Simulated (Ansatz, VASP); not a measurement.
# Sn: VASP beside Ansatz

```xyz
3
Lattice="5.8212 0.0000 0.0000 -2.9106 5.0413 0.0000 0.0000 0.0000 2.8846" Properties=species:S:1:pos:R:3 pbc="T T T"
Sn    0.0000    0.0000    0.0000
Sn    0.0000    3.3609    1.4423
Sn    2.9106    1.6804    1.4423
```

Alike in both runs: functional r2SCAN; k mesh 3 × 3 × 4; occupations gaussian, width 0.1 eV; no spin polarisation.

Ansatz relaxed the structure, and its values are those at the end. VASP's run is a single point on that final structure, the one shown.

```csv
,VASP,Ansatz
version,VASP 6.6.1,Ansatz 0.2.0
potentials or method,"VASP PAW PBE potentials, release 64 (Sn_d), cutoff 520 eV","scalar-relativistic, plane waves, PAW"
valence electrons in the cell,42,42
```

|  | VASP | Ansatz | Ansatz less VASP |
| --- | --- | --- | --- |
| gap on the k mesh at the Fermi level (eV) | none | none | - |
| pressure (GPa) | -0.1 | -0.1 | +0.02 |

VASP's potentials were made for PBE, not for r2SCAN. A gap of «none» marks a metal or a gap that the smearing closes.

The k mesh is coarse, so the values compare programs but aren't converged.
